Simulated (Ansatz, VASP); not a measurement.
# One calculation of NaFeN, two programs

```
Na Fe N
1.0
     3.03218    0.00000    0.00000
    -1.51609    2.62594    0.00000
     0.00000    0.00000    9.92361
Na Fe N
2 2 2
Direct
  0.66667 0.33333 0.76081
  0.33333 0.66667 0.26081
  0.00000 0.00000 0.51824
  0.00000 0.00000 0.01824
  0.33333 0.66667 0.56559
  0.66667 0.33333 0.06559
```

Alike in both runs: task single point; functional r2SCAN; k mesh 9 × 9 × 2; no spin polarisation.

|  | VASP | Ansatz |
| --- | --- | --- |
| version | VASP 6.6.1 | Ansatz 0.2.0 |
| potentials or method | VASP PAW PBE potentials, release 64 (Na_pv, Fe, N) | plane waves, PAW |
| plane-wave cutoff (eV) | 520 | 500 |
| occupations | gaussian, width 0.01 eV | fixed |
| valence electrons in the cell | 40 | 60 |

|  | VASP | Ansatz | Ansatz less VASP |
| --- | --- | --- | --- |
| gap on the k mesh at the Fermi level (eV) | 0.52 | 0.54 | +0.018 |
| pressure (GPa) | -6.4 | -7.2 | -0.85 |
| traceless stress, the component that is largest in VASP (GPa) | 2.21 | 3.23 | +1.028 |
| rms of the force components (eV/Å) | 0.168 | 0.228 | +0.0607 |

VASP's potentials were made for PBE, not for r2SCAN. Atom by atom the forces differ by 0.062 eV/Å (rms over components). VASP's potentials hold 40 valence electrons a cell and Ansatz's 60, so a difference there can come from the potentials and not from the codes.
